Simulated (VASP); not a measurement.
Write the native input for VASP 6.6.1 that does the following.

```yaml
Task: single point
Functional: PBE
Potentials_or_basis: VASP PAW PBE potentials, release 64 (Ge_d)
Cutoff: 520 eV
k_mesh: 12 × 12 × 12
Occupations: gaussian, width 0.028 eV
Spin: no spin polarisation
Dipole_correction: no
Further_INCAR_settings: ALGO = Normal; EDIFF = 1e-07; NBANDS = 13
```

The structure of Ge lies in POSCAR:

```
Ge
1.0
   -1.6084200000      1.6084200000      1.8731800000
    1.6084200000     -1.6084200000      1.8731800000
    1.6084200000      1.6084200000     -1.8731800000
Ge
1
Direct
    0.5000000000      0.5000000000      0.0000000000
```

These files were run (other wordings do the same):

INCAR

```
PREC = Accurate
ENCUT = 520
EDIFF = 1E-7
ISMEAR = 0
SIGMA = 0.028000000000000004
LREAL = F
LASPH = T
NELM = 100
ALGO = Normal
ISIF = 2
LWAVE = F
LCHARG = F
GGA = PE
NBANDS = 13
```

KPOINTS

```
Automatic mesh
0
Gamma
  12 12 12
```

Potentials or basis: VASP PAW PBE potentials, release 64 (Ge_d).

Launch:

```bash
$ cat potpaw_PBE.64/Ge_d/POTCAR > POTCAR
$ mpirun -np 1 vasp_std > vasp.out
```

Results of the run:

The pressure is 0.9 GPa and the band gap on the k mesh is zero (band 7 reaches 15.11 eV, above the bottom of band 8 at 3.80 eV).

Wall time 10 s on 1 thread of Intel(R) Xeon(R) 6975P-C (Granite Rapids), on a shared host, peak memory 0.16 GiB.
